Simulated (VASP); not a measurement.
# C (P1) in VASP: further runs, part 2 of 2

VASP 6.6.1. Earlier steps stand in the parts before.

### Step 5. Single point, PBE+D3(BJ) (atoms displaced along a vibrational mode)

Contents of INCAR:

```
SYSTEM = C
PREC = Accurate
ENCUT = 520
EDIFF = 1E-6
ISMEAR = 0
SIGMA = 0.03
LREAL = .FALSE.
LASPH = .TRUE.
NELM = 60
ALGO = Normal
ISIF = 2
LWAVE = .FALSE.
LCHARG = .FALSE.
GGA = PE
IVDW = 12
NBANDS = 16
```

Contents of KPOINTS:

```
regular mesh
0
G
  14 10 8
  0 0 0
```

Contents of POSCAR:

```
C
1.0
   -1.2327815062      2.1341012746      0.0000000000
   -1.2327815062      0.0000000000     -3.3978816559
   -3.6983445185     -2.1341012746      0.0000000000
C
4
Direct
    0.2436064160      0.0260161459      0.9101693014
    0.7564833838     -0.0260161459      0.4231340986
    0.2510215881     -0.0043556463      0.5844452226
    0.7488886121      0.0043556463      0.0822513774
```

Potentials or basis: VASP PAW PBE potentials, release 64 (C).

Command:

```bash
cat potpaw_PBE.64/C/POTCAR > POTCAR
mpirun -np 1 vasp_std > vasp.out
```

OUTCAR:

```text
SYSTEM = C
   PREC = Accurate
   ENCUT = 520
   EDIFF = 1E-6
   ISMEAR = 0
   LREAL = .FALSE.
   LASPH = .TRUE.
   NELM = 60
   ISIF = 2
   GGA = PE
   IVDW = 12
 IVDW          = 12

 ion  position               nearest neighbor table
   1  0.244  0.026  0.910-   4 1.42   4 1.42   3 1.43
   2  0.756  0.974  0.423-   3 1.42   3 1.43   4 1.43
   3  0.251  0.996  0.584-   2 1.42   2 1.43   1 1.43
   4  0.749  0.004  0.082-   1 1.42   1 1.42   2 1.43

  LATTYP: Found a triclinic cell.
 ALAT       =     3.6146023280
 B/A-ratio  =     1.1812948338
 C/A-ratio  =     0.6818389724
 COS(alpha) =     0.0004620578
 COS(beta)  =     0.1705961997
 COS(gamma) =     0.2954024707

  Lattice vectors:

 A1 = (  -1.2327815062,   0.0000000000,  -3.3978816559)
 A2 = (  -3.6983445185,  -2.1341012746,   0.0000000000)
 A3 = (  -1.2327815062,   2.1341012746,   0.0000000000)

Analysis of symmetry for initial positions (statically):
=====================================================================
 Subroutine PRICEL returns:
 Original cell was already a primitive cell.

 Routine SETGRP: Setting up the symmetry group for a
 triclinic supercell.

 Subroutine GETGRP returns: Found  1 space group operations
 (whereof  1 operations were pure point group operations)
 out of a pool of  2 trial point group operations.

The static configuration has the point symmetry C_1 .

Analysis of symmetry for dynamics (positions and initial velocities):
=====================================================================
 Subroutine PRICEL returns:
 Original cell was already a primitive cell.

 Routine SETGRP: Setting up the symmetry group for a
 triclinic supercell.

 Subroutine GETGRP returns: Found  1 space group operations
 (whereof  1 operations were pure point group operations)
 out of a pool of  2 trial point group operations.
[... 123 lines left out ...]
   IMIX   =      4    mixing-type and parameters
     AMIX     =   0.40;   BMIX     =  1.00
     AMIX_MAG =   1.60;   BMIX_MAG =  1.00
  volume/ion in A,a.u.               =       8.94        60.33
  Fermi-wavevector in a.u.,A,eV,Ry     =   1.252156  2.366231 21.332495  1.567894
  Thomas-Fermi vector in A             =   2.386069
   LORBIT       =      0    0 simple, 1 ext, 2 COOP (PROOUT), +10 PAW based schemes
   GGA     = PE    functional components
   LHFCALC =     F    Hartree Fock is set to
   AEXX    =    0.0000 exact exchange contribution
   IVDW    =    12    specifies the selected vdW correction
   LEPSILON=     F    determine dielectric tensor
   LRPA    =     F    only Hartree local field effects (RPA)
 non-spin polarized calculation
 Gauss-broadening in eV      SIGMA  =   0.03
  energy-cutoff  :      520.00
  volume of cell :       35.76
 maximum number of plane-waves:       981
   NGX =  9   NGY = 13   NGZ = 15

 number of electron      16.0000001 magnetization

 Free energy of the ion-electron system (eV)
  ---------------------------------------------------
  ext. energy  EPLUGINS =         0.00000000
  ---------------------------------------------------
  free energy    TOTEN  =       -36.74842846 eV

  energy without entropy =      -36.74842846  energy(sigma->0) =      -36.74842846

 E-fermi :   4.6479     XC(G=0): -10.2448

 val. band max:        4.4427184764   @ k =  -0.3571   0.2000   0.0000
 cond. band min:       4.8569947116   @ k =   0.3571   0.1000  -0.0000
 fundamental gap:      0.4142762352
 Fermi energy:         4.6479003426

 k-point     1 :       0.0000    0.0000    0.0000
  band No.  band energies     occupation
      1     -15.0455      2.00000
      2      -9.6789      2.00000
      3      -8.5982      2.00000
      4      -1.9994      2.00000
      5      -1.7613      2.00000
      6       1.2921      2.00000
[... 433 lines left out ...]
      3      -8.5130      2.00000
      4      -2.5268      2.00000
      5      -2.1368      2.00000
      6       1.1523      2.00000
[... 8 lines left out ...]
     15      16.6489      0.00000
     16      17.2617      0.00000

 [... further k-points ...]

------------------------ aborting loop because EDIFF is reached ----------------------------------------

 Edisp (eV)   -0.61699

 E8    (eV) :    -0.1746

  FORCE on cell =-STRESS in cart. coord.  units (eV):
  Direction    XX          YY          ZZ          XY          YZ          ZX
  --------------------------------------------------------------------------------------
  -------------------------------------------------------------------------------------
  Total      -0.13907     0.01590    -0.18903    -0.17430    -0.00431    -0.01818
  in kB      -6.23141     0.71249    -8.46969    -7.80967    -0.19326    -0.81464
  external pressure =       -4.66 kB  Pullay stress =        0.00 kB

 VOLUME and BASIS-vectors are now :
 -----------------------------------------------------------------------------
  energy-cutoff  :      520.00
  volume of cell :       35.76
      direct lattice vectors                 reciprocal lattice vectors
    -1.232781506  2.134101275  0.000000000    -0.202793438  0.351435993  0.073575252
    -1.232781506  0.000000000 -3.397881656     0.000000000  0.000000000 -0.294301009
    -3.698344518 -2.134101275  0.000000000    -0.202793438 -0.117145331  0.073575252

 POSITION                                       TOTAL-FORCE (eV/Angst)
 -----------------------------------------------------------------------------------
     -3.69851     -1.42251     -0.08840         0.045823      0.009216      1.145817
     -3.69818      0.71140     -3.30948         0.041554      0.010878     -1.147478
     -3.69835     -0.71156     -3.38308        -0.043021     -0.009194      0.128521
     -1.23278      1.42267     -0.01480        -0.044355     -0.010899     -0.126860
 -----------------------------------------------------------------------------------
    total drift:                               -0.000102     -0.000108     -0.000012

  FREE ENERGIE OF THE ION-ELECTRON SYSTEM (eV)
  ---------------------------------------------------
  free  energy   TOTEN  =       -37.3654182240 eV

  energy  without entropy=      -37.3654182240  energy(sigma->0) =      -37.36541822
```

OSZICAR:

```text
N       E                     dE             d eps       ncg     rms          rms(c)
DAV:   1     0.250711616649E+02    0.25071E+02   -0.75895E+03 18080   0.908E+02
DAV:   2    -0.368179481898E+02   -0.61889E+02   -0.56736E+02 25400   0.182E+02
DAV:   3    -0.390751968615E+02   -0.22572E+01   -0.22482E+01 23136   0.320E+01
DAV:   4    -0.390938322569E+02   -0.18635E-01   -0.18629E-01 23448   0.346E+00
DAV:   5    -0.390941334626E+02   -0.30121E-03   -0.30120E-03 22688   0.419E-01    0.888E+00
DAV:   6    -0.373063452628E+02    0.17878E+01   -0.12202E+00 23104   0.694E+00    0.518E+00
DAV:   7    -0.367391538128E+02    0.56719E+00   -0.14507E+00 24336   0.772E+00    0.149E+00
DAV:   8    -0.367494117710E+02   -0.10258E-01   -0.65977E-02 21272   0.152E+00    0.293E-01
DAV:   9    -0.367482213882E+02    0.11904E-02   -0.20284E-03 23944   0.317E-01    0.955E-02
DAV:  10    -0.367484302277E+02   -0.20884E-03   -0.48933E-04 20504   0.146E-01    0.555E-02
DAV:  11    -0.367484281204E+02    0.21073E-05   -0.20561E-05 25096   0.318E-02    0.590E-03
DAV:  12    -0.367484284608E+02   -0.34047E-06   -0.10304E-06 18744   0.748E-03
   1 F= -.37365418E+02 E0= -.37365418E+02  d E =-.195472E-24
```

stdout:

```text
POSCAR found type information on POSCAR C
 POSCAR found :  1 types and       4 ions
 scaLAPACK will be used
 LDA part: xc-table for (Slater+PW92), standard interpolation
 POSCAR, INCAR and KPOINTS ok, starting setup
 FFT: planning ... GRIDC
 FFT: planning ... GRID_SOFT
 FFT: planning ... GRID
 WAVECAR not read
 entering main loop
```

Wall time 1.7 min (1 thread of Intel Xeon 6975P-C (Granite Rapids), shared host); peak memory 0.33 GiB.

Results:

```yaml
Free_energy: -37.3654 eV
Pressure: -0.5 GPa
Largest_force: 1.148 eV/Å
Dispersion_energy_per_atom: -0.154 eV
```

Forces on the atoms (eV/Å):
```
C    0.046  0.009  1.146
C    0.042  0.011 -1.147
C   -0.043 -0.009  0.129
C   -0.044 -0.011 -0.127
```

Stress tensor (GPa, compression positive):
```
-0.62 -0.78 -0.08
-0.78  0.07 -0.02
-0.08 -0.02 -0.85
```

Caveat: the cell differs from its parent crystal (atoms displaced along a vibrational mode); forces of over 1 eV/Å act on the atoms, so gaps and moduli don't describe the material at rest.

### Step 6. Single point, PBE+D3(BJ) (atoms displaced along a vibrational mode)

Contents of INCAR:

```
  ALGO = Normal
  EDIFF = 1E-6
  ENCUT = 520
  GGA = PE
  ISIF = 2
  ISMEAR = 0
  IVDW = 12
  LASPH = T
  LCHARG = T
  LELF = T
  LREAL = F
  LVHAR = T
  LWAVE = F
  NBANDS = 16
  NELM = 60
  PREC = Accurate
  SIGMA = 0.03
```

Contents of KPOINTS:

```
k-points
0
Gamma
  14 10 8
```

Contents of POSCAR:

```
C
1.0
   -1.2327815062      2.1341012746      0.0000000000
   -1.2327815062      0.0000000000     -3.3978816559
   -3.6983445185     -2.1341012746      0.0000000000
C
4
Direct
    0.2448572447      0.0209541806      0.9114325216
    0.7552325551     -0.0209541806      0.4218708784
    0.2497707594      0.0007063191      0.5831820024
    0.7501394408     -0.0007063191      0.0835145976
```

Potentials or basis: VASP PAW PBE potentials, release 64 (C).

Command:

```bash
cat potpaw_PBE.64/C/POTCAR > POTCAR
mpirun -np 1 vasp_std > vasp.out
```

It took 2.2 min on 1 thread of AMD EPYC 9R45 (Zen 5), shared host; peak memory 0.3 GiB.

The run converged. Its results:

| Property | Result |
| --- | --- |
| Free energy | -37.3945 eV |
| Pressure | -0.2 GPa |
| Largest force | 0.981 eV/Å |
| Dispersion energy per atom | -0.154 eV |

Forces in eV/Å, atoms in the order of the input:
```
C    0.001 -0.016  0.981
C   -0.003 -0.015 -0.981
C    0.002  0.016  0.306
C    0.000  0.015 -0.306
```

Stress tensor (GPa, compression positive):
```
-0.14 -0.43 -0.05
-0.43  0.17 -0.01
-0.05 -0.01 -0.65
```

Caveat: the cell differs from its parent crystal (atoms displaced along a vibrational mode).

### Step 7. The runs side by side

```tsv
cell	pressure (GPa)	largest force (eV/Å)
as given, atomic positions A	-1.4	1.63
as given, atomic positions B	-2.4	2.02
as given, atomic positions C	-0.7	1.31
as given, atomic positions D	-0.5	1.15
as given, atomic positions E	-0.2	0.98
```

Alike in all rows: task single point; level PBE+D3(BJ); potentials or basis VASP PAW PBE potentials, release 64 (C); no spin polarisation; k mesh 14 × 10 × 8; cutoff (eV) 520; smearing gaussian 0.03 eV.

Caveats: forces of over 1 eV/Å act on the atoms, so gaps and moduli don't describe the material at rest (at least some runs).

Absolute energies hang on the potentials; compare differences alone.
